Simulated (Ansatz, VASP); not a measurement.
## Two plane-wave programs on TlSiW2

```
Tl Si W
1.0
     0.00000    0.00000    5.83080
     3.65867   -3.65867    2.91540
     3.65867    3.65867   -2.91540
Tl Si W
2 2 4
Direct
  0.25000 0.00000 0.00000
  0.75000 0.00000 0.00000
  0.75000 0.50000 0.50000
  0.25000 0.50000 0.50000
  0.65700 0.50000 0.81400
  0.15700 0.18600 0.50000
  0.34300 0.50000 0.18600
  0.84300 0.81400 0.50000
```

Alike in both runs: task single point; functional PBE; k mesh 4 × 4 × 4; no spin polarisation; Hubbard terms W d U = 6.0 eV.

```csv
,VASP,Ansatz
version,VASP 6.6.1,Ansatz 0.2.0
potentials or method,"VASP PAW PBE potentials, release 64 (Tl_d, Si, W_sv), cutoff 520 eV",PAW plane waves
occupations,"fermi-dirac, width 0.1 eV",fermi-dirac
valence electrons in the cell,90,90
```

|  | VASP | Ansatz | Ansatz less VASP |
| --- | --- | --- | --- |
| gap on the k mesh at the Fermi level (eV) | none | none | - |
| pressure (GPa) | 18.4 | 20.0 | +1.69 |
| traceless stress, the component that is largest in VASP (GPa) | 20.46 | 16.73 | -3.729 |
| rms of the force components (eV/Å) | 2.446 | 2.697 | +0.2517 |

The programs project onto different local orbitals, so the same U acts differently, and such runs can settle in different states. Atom by atom the forces differ by 0.252 eV/Å (rms over components). A gap of «none» marks a metal or a gap that the smearing closes. Ansatz's warnings: filled band counts differ across k points.

Neither program's run includes spin-orbit coupling.
